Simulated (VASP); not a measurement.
# Si (P6_3/mmc) in VASP: further runs

Si is run at these levels: r2SCAN; tasks: single point.

Everything below comes from runs of VASP 6.6.1. Logs are shortened: lines on timing, memory, paths and dates and some standing lists are left out, and cuts for length are marked.

## 1. The cell of the first run

Symmetry: P6_3/mmc, No. 194, hexagonal system. Conventional cell: a = 4.004 Å, b = 4.004 Å, c = 6.342 Å, α = 90.00°, β = 90.00°, γ = 120.00°. Within 3.1 Å of Si (site symmetry 3m) lie 4 Si at 2.37 to 2.45 Å.

## 2. Single point, r2SCAN (strain +0.0450 x Voigt [1, 1, 0, 0, 0, 0])

The input, POSCAR:

```
Si
1.0
    4.0043442343      0.0000000000      0.0000000000
   -2.0021721172      3.4678638324      0.0000000000
    0.0000000000      0.0000000000      6.3418199288
Si
4
Direct
    0.3333333333      0.6666666667      0.0630908785
    0.6666666667      0.3333333333      0.5630908785
    0.3333333333      0.6666666667      0.4369091215
    0.6666666667      0.3333333333      0.9369091215
```

The input, INCAR.step1:

```
PREC = Accurate
ENCUT = 520
ISMEAR = 0
SIGMA = 0.05
LREAL = F
LASPH = T
NELM = 60
NBANDS = 16
GGA = PE
ALGO = Normal
EDIFF = 1E-4
LWAVE = T
LCHARG = F
```

The input, INCAR.step2:

```
PREC = Accurate
ENCUT = 520
EDIFF = 1E-7
ISMEAR = 0
SIGMA = 0.05
LREAL = F
LASPH = T
NELM = 60
ALGO = Normal
ISIF = 2
LWAVE = F
LCHARG = F
METAGGA = R2SCAN
LMIXTAU = T
NBANDS = 16
ISTART = 1
```

The input, KPOINTS:

```
Automatic mesh
0
Gamma
  12 12 4
```

Potentials or basis: VASP PAW PBE potentials, release 64 (Si).

Command:

```console
> cat potpaw_PBE.64/Si/POTCAR > POTCAR
> cp INCAR.step1 INCAR
> mpirun -np 1 vasp_std > vasp.out
> cp INCAR.step2 INCAR
> mpirun -np 1 vasp_std > vasp.out
```

OUTCAR:

```text
PREC = Accurate
   ENCUT = 520
   EDIFF = 1E-7
   ISMEAR = 0
   LREAL = F
   LASPH = T
   NELM = 60
   ISIF = 2
   METAGGA = R2SCAN
   ISTART = 1

 ion  position               nearest neighbor table
   1  0.333  0.667  0.063-   3 2.37   4 2.45   4 2.45   4 2.45
   2  0.667  0.333  0.563-   4 2.37   3 2.45   3 2.45   3 2.45
   3  0.333  0.667  0.437-   1 2.37   2 2.45   2 2.45   2 2.45
   4  0.667  0.333  0.937-   2 2.37   1 2.45   1 2.45   1 2.45

  LATTYP: Found a hexagonal cell.
 ALAT       =     4.0043442343
 C/A-ratio  =     1.5837349533

  Lattice vectors:

 A1 = (   4.0043442343,   0.0000000000,   0.0000000000)
 A2 = (  -2.0021721172,   3.4678638324,   0.0000000000)
 A3 = (   0.0000000000,   0.0000000000,   6.3418199288)

Analysis of symmetry for initial positions (statically):
=====================================================================
 Subroutine PRICEL returns:
 Original cell was already a primitive cell.

 Routine SETGRP: Setting up the symmetry group for a
 hexagonal supercell.

 Subroutine GETGRP returns: Found 24 space group operations
 (whereof 12 operations were pure point group operations)
 out of a pool of 24 trial point group operations.

The static configuration has the point symmetry D_3d.
 The point group associated with its full space group is D_6h.

Analysis of symmetry for dynamics (positions and initial velocities):
=====================================================================
 Subroutine PRICEL returns:
 Original cell was already a primitive cell.

 Routine SETGRP: Setting up the symmetry group for a
 hexagonal supercell.

 Subroutine GETGRP returns: Found 24 space group operations
 (whereof 12 operations were pure point group operations)
 out of a pool of 24 trial point group operations.

The dynamic configuration has the point symmetry D_3d.
 The point group associated with its full space group is D_6h.

 Subroutine INISYM returns: Found 24 space group operations
 (whereof 12 operations are pure point group operations),
 and found     1 'primitive' translations

----------------------------------------------------------------------------------------

                                     Primitive cell

  volume of cell :      88.0658

  direct lattice vectors                    reciprocal lattice vectors
     4.004344234  0.000000000  0.000000000     0.249728780  0.144180978  0.000000000
    -2.002172117  3.467863832  0.000000000     0.000000000  0.288361957  0.000000000
     0.000000000  0.000000000  6.341819929     0.000000000  0.000000000  0.157683443

  length of vectors
     4.004344234  4.004344234  6.341819929     0.288361957  0.288361957  0.157683443

  position of ions in fractional coordinates (direct lattice)
     0.333333333  0.666666667  0.063090878
     0.666666667  0.333333333  0.563090878
     0.333333333  0.666666667  0.436909122
     0.666666667  0.333333333  0.936909122

  ion indices of the primitive-cell ions
   primitive index   ion index
                 1           1
                 2           2
                 3           3
                 4           4

----------------------------------------------------------------------------------------

 KPOINTS: Automatic mesh

Automatic generation of k-mesh.
 Grid dimensions read from file:
 generate k-points for:   12   12    4

 Generating k-lattice:

  Cartesian coordinates                     Fractional coordinates (reciprocal lattice)
     0.020810732  0.012015082  0.000000000     0.083333333 -0.000000000  0.000000000
     0.000000000  0.024030163  0.000000000     0.000000000  0.083333333  0.000000000
     0.000000000  0.000000000  0.039420861     0.000000000  0.000000000  0.250000000

  Length of vectors
     0.024030163  0.024030163  0.039420861

  Shift w.r.t. Gamma in fractional coordinates (k-lattice)
     0.000000000  0.000000000  0.000000000

 Subroutine IBZKPT returns following result:
 ===========================================

 Found     57 irreducible k-points:

 Following reciprocal coordinates:
            Coordinates               Weight
  0.000000  0.000000  0.000000      1.000000
  0.083333  0.000000  0.000000      6.000000
  0.166667  0.000000  0.000000      6.000000
  0.250000  0.000000  0.000000      6.000000
  0.333333  0.000000  0.000000      6.000000
  0.416667  0.000000  0.000000      6.000000
[... 16 lines left out ...]
  0.250000  0.000000  0.250000     12.000000
  0.333333  0.000000  0.250000     12.000000
 [... further k-points ...]
   k-points           NKPTS =     57   k-points in BZ     NKDIM =     57   number of bands    NBANDS=     16
   number of dos      NEDOS =    301   number of ions     NIONS =      4
   total plane-waves  NPLWV =  43200
   dimension x,y,z NGX =    30 NGY =   30 NGZ =   48
   dimension x,y,z NGXF=    60 NGYF=   60 NGZF=   96
   ions per type =               4
   NGX,Y,Z   is equivalent  to a cutoff of  12.45, 12.45, 12.58 a.u.
   NGXF,Y,Z  is equivalent  to a cutoff of  24.91, 24.91, 25.17 a.u.
 SYSTEM =  unknown system
   PREC   = accura    normal or accurate (medium, high low for compatibility)
   ISTART =      1    job   : 0-new  1-cont  2-samecut
   ICHARG =      0    charge: 1-file 2-atom 10-const
   ISPIN  =      1    spin polarized calculation?
   LNONCOLLINEAR =      F non collinear calculations
   LSORBIT =      F    spin-orbit coupling
   LASPH  =      T    aspherical Exc in radial PAW
   ENCUT  =  520.0 eV  38.22 Ry    6.18 a.u.   7.45  7.45 11.79*2*pi/ulx,y,z
   NELM   =     60;   NELMIN=  2; NELMDL=  0     # of ELM steps
   EDIFF  = 0.1E-06   stopping-criterion for ELM
   LREAL  =      F    real-space projection
   EDIFFG = 0.1E-05   stopping-criterion for IOM
   NSW    =      0    number of steps for IOM
   IBRION =     -1    ionic relax: 0-MD 1-quasi-New 2-CG
   NFREE  =      0    steps in history (QN), initial steepest desc. (CG)
   ISIF   =      2    stress and relaxation
   ISYM   =      2    0-nonsym 1-usesym 2-fastsym
   POTIM  = 0.5000    time-step for ionic-motion
   TEBEG  =    0.0;   TEEND  =   0.0 temperature during run
   PSTRESS=    0.0 pullay stress
   NELECT =      16.0000    total number of electrons
   NUPDOWN=      -1.0000    fix difference up-down
   EMIN   =  10.00;   EMAX   =-10.00  energy-range for DOS
   EFERMI =   0.00;   METHOD = LEGACY
   ISMEAR =     0;   SIGMA  =   0.05  broadening in eV -4-tet -1-fermi 0-gaus
   EFERMI_NEDOS =   21; number of points for ismear=-14 and -15
   IALGO  =     38    algorithm
   IMIX   =      4    mixing-type and parameters
     AMIX     =   0.40;   BMIX     =  1.00
     AMIX_MAG =   1.60;   BMIX_MAG =  1.00
  volume/ion in A,a.u.               =      22.02       148.57
  Fermi-wavevector in a.u.,A,eV,Ry     =   0.927212  1.752177 11.697229  0.859722
  Thomas-Fermi vector in A             =   2.053257
   LORBIT       =      0    0 simple, 1 ext, 2 COOP (PROOUT), +10 PAW based schemes
   METAGGA = R2SCAN    functional components
   LHFCALC =     F    Hartree Fock is set to
   AEXX    =    0.0000 exact exchange contribution
   IVDW    =     0    specifies the selected vdW correction
   LEPSILON=     F    determine dielectric tensor
   LRPA    =     F    only Hartree local field effects (RPA)
 non-spin polarized calculation
 Gauss-broadening in eV      SIGMA  =   0.05
  energy-cutoff  :      520.00
  volume of cell :       88.07
 maximum number of plane-waves:      2394
 NGX is ok and might be reduce to    30
   NGX = 15   NGY = 15   NGZ = 23

 number of electron      16.0000000 magnetization

 Free energy of the ion-electron system (eV)
  ---------------------------------------------------
  ext. energy  EPLUGINS =         0.00000000
  ---------------------------------------------------
  free energy    TOTEN  =       -34.79748938 eV

  energy without entropy =      -34.79748938  energy(sigma->0) =      -34.79748938

 E-fermi :   5.3416     XC(G=0):  -9.4731

 val. band max:        5.0677654948   @ k =   0.0000   0.0000   0.0000
 cond. band min:       5.6408603167   @ k =   0.5000   0.0000   0.0000
 fundamental gap:      0.5730948219
 Fermi energy:         5.3416379236

 k-point     1 :       0.0000    0.0000    0.0000
  band No.  band energies     occupation
      1      -7.0853      2.00000
      2      -4.6049      2.00000
      3      -2.1350      2.00000
      4       3.3601      2.00000
      5       3.3601      2.00000
      6       4.7325      2.00000
[... 8 lines left out ...]
     15       9.4412      0.00000
     16      11.1820      0.00000

 k-point     2 :       0.0833    0.0000    0.0000
  band No.  band energies     occupation
      1      -7.0097      2.00000
      2      -4.5263      2.00000
      3      -2.1118      2.00000
      4       2.7166      2.00000
      5       3.2106      2.00000
      6       4.4103      2.00000
[... 8 lines left out ...]
     15       9.7317      0.00000
     16      10.7704      0.00000

 k-point     3 :       0.1667    0.0000    0.0000
  band No.  band energies     occupation
      1      -6.7850      2.00000
      2      -4.2925      2.00000
      3      -2.0758      2.00000
      4       1.6452      2.00000
      5       2.8712      2.00000
      6       3.1864      2.00000
[... 8 lines left out ...]
     15      10.4497      0.00000
     16      10.5074      0.00000

 k-point     4 :       0.2500    0.0000    0.0000
  band No.  band energies     occupation
      1      -6.4196      2.00000
      2      -3.9102      2.00000
      3      -2.1544      2.00000
      4       0.7689      2.00000
      5       1.9133      2.00000
      6       2.5053      2.00000
[... 8 lines left out ...]
     15      11.3234      0.00000
     16      11.6082      0.00000

 k-point     5 :       0.3333    0.0000    0.0000
  band No.  band energies     occupation
      1      -5.9352      2.00000
      2      -3.3976      2.00000
      3      -2.5387      2.00000
      4       0.3785      2.00000
      5       0.7291      2.00000
      6       2.2060      2.00000
[... 8 lines left out ...]
     15      12.2637      0.00000
     16      12.2651      0.00000

 k-point     6 :       0.4167    0.0000    0.0000
  band No.  band energies     occupation
      1      -5.3995      2.00000
      2      -3.1482      2.00000
      3      -2.8186      2.00000
      4      -0.2633      2.00000
      5       0.4219      2.00000
      6       2.0150      2.00000
[... 8 lines left out ...]
     15      12.2310      0.00000
     16      13.1041      0.00000
[... 267 lines left out ...]
 k-point    21 :       0.0833    0.0000    0.2500
  band No.  band energies     occupation
      1      -6.7973      2.00000
      2      -5.2306      2.00000
      3      -1.0412      2.00000
      4       2.9107      2.00000
      5       3.0610      2.00000
      6       3.3827      2.00000
[... 8 lines left out ...]
     15       9.5002      0.00000
     16      11.5935      0.00000

 k-point    22 :       0.1667    0.0000    0.2500
  band No.  band energies     occupation
      1      -6.5734      2.00000
      2      -5.0091      2.00000
      3      -1.0490      2.00000
      4       1.9019      2.00000
      5       2.2844      2.00000
      6       3.0466      2.00000
[... 8 lines left out ...]
     15      10.0575      0.00000
     16      11.3501      0.00000

 k-point    23 :       0.2500    0.0000    0.2500
  band No.  band energies     occupation
      1      -6.2100      2.00000
      2      -4.6539      2.00000
      3      -1.2619      2.00000
      4       1.1212      2.00000
      5       1.2440      2.00000
      6       2.6832      2.00000
[... 8 lines left out ...]
     15      11.0361      0.00000
     16      11.2195      0.00000

 k-point    24 :       0.3333    0.0000    0.2500
  band No.  band energies     occupation
      1      -5.7297      2.00000
      2      -4.2043      2.00000
      3      -1.8229      2.00000
      4       0.0713      2.00000
      5       1.0268      2.00000
      6       2.3854      2.00000
[... 8 lines left out ...]
     15      12.1142      0.00000
     16      12.1818      0.00000

 [... further k-points ...]
[... 5 lines left out ...]
  --------------------------------------------------------------------------------------
  -------------------------------------------------------------------------------------
  Total       -5.3858052     -5.3858052     -0.7516232      0.0000000      0.0000000     -0.0000000
  in kB      -97.9837091    -97.9837091    -13.6742459      0.0000000      0.0000000     -0.0000000
  external PRESSURE =     -69.8805547 kB  Pullay stress =       0.0000000 kB

 VOLUME and BASIS-vectors are now :
 -----------------------------------------------------------------------------
  energy-cutoff  :      520.00
  volume of cell :       88.07
      direct lattice vectors                 reciprocal lattice vectors
     4.004344234  0.000000000  0.000000000     0.249728780  0.144180978  0.000000000
    -2.002172117  3.467863832  0.000000000     0.000000000  0.288361957  0.000000000
     0.000000000  0.000000000  6.341819929     0.000000000  0.000000000  0.157683443

 POSITION                                       TOTAL-FORCE (eV/Angst)
 -----------------------------------------------------------------------------------
     -0.00000      2.31191      0.40011         0.000000     -0.000000     -0.380409
      2.00217      1.15595      3.57102        -0.000000      0.000000     -0.380409
     -0.00000      2.31191      2.77080         0.000000     -0.000000      0.380409
      2.00217      1.15595      5.94171         0.000000      0.000000      0.380409
 -----------------------------------------------------------------------------------
    total drift:                                0.000000     -0.000000      0.000000

  FREE ENERGIE OF THE ION-ELECTRON SYSTEM (eV)
  ---------------------------------------------------
  free  energy   TOTEN  =       -34.7974893778 eV

  energy  without entropy=      -34.7974893778  energy(sigma->0) =      -34.79748938
```

It took 1.9 min on 1 thread of Intel Xeon 6975P-C (Granite Rapids), shared host; peak memory 0.22 GiB.

Results:

```
Free energy            : -34.7975 eV
Pressure               : -7.0 GPa
Largest force          : 0.380 eV/Å
Band gap on the k mesh : 0.57 eV, indirect (least direct gap 0.63 eV)
```

Forces on the atoms (eV/Å):
```
Si   0.000  0.000 -0.380
Si   0.000  0.000 -0.380
Si   0.000  0.000  0.380
Si   0.000  0.000  0.380
```

Stress tensor (GPa, compression positive):
```
-9.80  0.00  0.00
 0.00 -9.80  0.00
 0.00  0.00 -1.37
```

Levels at points of the mesh, in eV from the valence-band top:
| k point | band 6 | band 7 | band 8 | band 9 | band 10 | band 11 |
| --- | --- | --- | --- | --- | --- | --- |
| (0.00, 0.00, 0.00) | -0.34 | 0.00 | 0.00 | 0.63 | 1.95 | 1.95 |
| (0.50, 0.00, 0.00) | -3.12 | -2.88 | -1.33 | 0.57 | 2.53 | 3.18 |
| (0.00, 0.00, 0.50) | -1.06 | -1.06 | -1.06 | 1.52 | 1.52 | 3.06 |
| (0.50, 0.00, 0.50) | -2.43 | -2.30 | -2.30 | 1.11 | 1.11 | 2.20 |

Caveat: the cell differs from its parent crystal (strain +0.0450 x Voigt [1, 1, 0, 0, 0, 0]); the PAW data sets were made with another functional, which shifts forces and pressure a little.

## 3. Single point, r2SCAN (strain +0.0525 x Voigt [1, 1, 0, 0, 0, 0])

POSCAR: that of step 2 with these lines changed.

```diff
@@ -2,4 +2,4 @@
 1.0
-    4.0043442343      0.0000000000      0.0000000000
-   -2.0021721172      3.4678638324      0.0000000000
+    4.0330835470      0.0000000000      0.0000000000
+   -2.0165417735      3.4927528073      0.0000000000
     0.0000000000      0.0000000000      6.3418199288
```

The input, INCAR.step1:

```
SYSTEM = Si
PREC = Accurate
ENCUT = 520
ISMEAR = 0
SIGMA = 0.05
LREAL = .FALSE.
LASPH = .TRUE.
NELM = 100
NBANDS = 16
GGA = PE
ALGO = Normal
EDIFF = 1E-4
LWAVE = .TRUE.
LCHARG = .FALSE.
```

The input, INCAR.step2:

```
SYSTEM = Si
PREC = Accurate
ENCUT = 520
EDIFF = 1E-6
ISMEAR = 0
SIGMA = 0.05
LREAL = .FALSE.
LASPH = .TRUE.
NELM = 100
ALGO = Normal
ISIF = 2
LWAVE = .FALSE.
LCHARG = .FALSE.
METAGGA = R2SCAN
LMIXTAU = .TRUE.
NBANDS = 16
ISTART = 1
```

The input, KPOINTS:

```
Automatic mesh
0
G
  12 12 4
  0 0 0
```

Potentials or basis: VASP PAW PBE potentials, release 64 (Si).

Command:

```console
> cat potpaw_PBE.64/Si/POTCAR > POTCAR
> cp INCAR.step1 INCAR
> mpirun -np 1 vasp_std > vasp.out
> cp INCAR.step2 INCAR
> mpirun -np 1 vasp_std > vasp.out
```

It took 94 s on 1 thread of Intel Xeon 6975P-C (Granite Rapids), shared host; peak memory 0.23 GiB.

It converged, with:

* Free energy: -34.7152 eV
* Pressure: -7.8 GPa
* Largest force: 0.422 eV/Å
* Band gap on the k mesh: 0.51 eV, direct

Forces in eV/Å, atoms in the order of the input:
```
Si   0.000  0.000 -0.422
Si   0.000  0.000 -0.422
Si   0.000  0.000  0.422
Si   0.000  0.000  0.422
```

Stress tensor (GPa, compression positive):
```
-10.97   0.00   0.00
  0.00 -10.97   0.00
  0.00   0.00  -1.47
```

Levels at points of the mesh, in eV from the valence-band top:
| k point | band 5 | band 6 | band 7 | band 8 | band 9 | band 10 | band 11 | band 12 |
| --- | --- | --- | --- | --- | --- | --- | --- | --- |
| (0.00, 0.00, 0.00) | -1.72 | -0.34 | 0.00 | 0.00 | 0.51 | 1.91 | 1.91 | 2.62 |
| (0.50, 0.00, 0.00) | -4.50 | -3.10 | -2.85 | -1.31 | 0.56 | 2.51 | 3.15 | 3.40 |
| (0.00, 0.00, 0.50) | -1.07 | -1.07 | -1.07 | -1.07 | 1.42 | 1.42 | 3.04 | 3.04 |
| (0.50, 0.00, 0.50) | -2.41 | -2.41 | -2.26 | -2.26 | 1.10 | 1.10 | 2.24 | 2.24 |

Caveat: the cell differs from its parent crystal (strain +0.0525 x Voigt [1, 1, 0, 0, 0, 0]); the PAW data sets were made with another functional, which shifts forces and pressure a little. A k mesh can miss the band edges.

(Continued in part 2 of 2.)
